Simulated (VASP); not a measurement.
Input of a VASP 6.6.1 run:

INCAR

```
SYSTEM = ScGa2AsP2
PREC = Accurate
ENCUT = 520
EDIFF = 1E-7
ISMEAR = 0
SIGMA = 0.1
LREAL = .FALSE.
LASPH = .TRUE.
NELM = 80
ALGO = Normal
ISIF = 2
LWAVE = .FALSE.
LCHARG = .FALSE.
GGA = PE
NBANDS = 35
```

The input KPOINTS:

```
regular mesh
0
G
  6 6 2
  0 0 0
```

Contents of POSCAR:

```
ScGa2AsP2
1.0
    4.5881364787      0.0000000000      0.0000000000
   -2.2940682394      3.9734427466      0.0000000000
    0.0000000000      0.0000000000     10.3146469319
Sc Ga P As
1 2 2 1
Direct
    0.0000000000      0.0000000000      0.5000000000
    0.0000000000      0.0000000000      0.2286065716
    0.0000000000      0.0000000000      0.7713934284
    0.3333333333      0.6666666667      0.5000000000
    0.6666666667      0.3333333333      0.5000000000
    0.0000000000      0.0000000000      0.0000000000
```

Potentials or basis: VASP PAW PBE potentials, release 64 (Sc_sv, Ga_d, P, As).

Launch:

```bash
$ cat potpaw_PBE.64/Sc_sv/POTCAR potpaw_PBE.64/Ga_d/POTCAR potpaw_PBE.64/P/POTCAR potpaw_PBE.64/As/POTCAR > POTCAR
$ mpirun -np 1 vasp_std > vasp.out
```

Predict the band gap on the k mesh.

zero (bands 26 and 27 overlap by 1.23 eV).

Predict the largest force.

0.020 eV/Å.

Estimate the pressure.

0.1 GPa.

Stress tensor (GPa, compression positive):
```
0.02 0.00 0.00
0.00 0.02 0.00
0.00 0.00 0.13
```
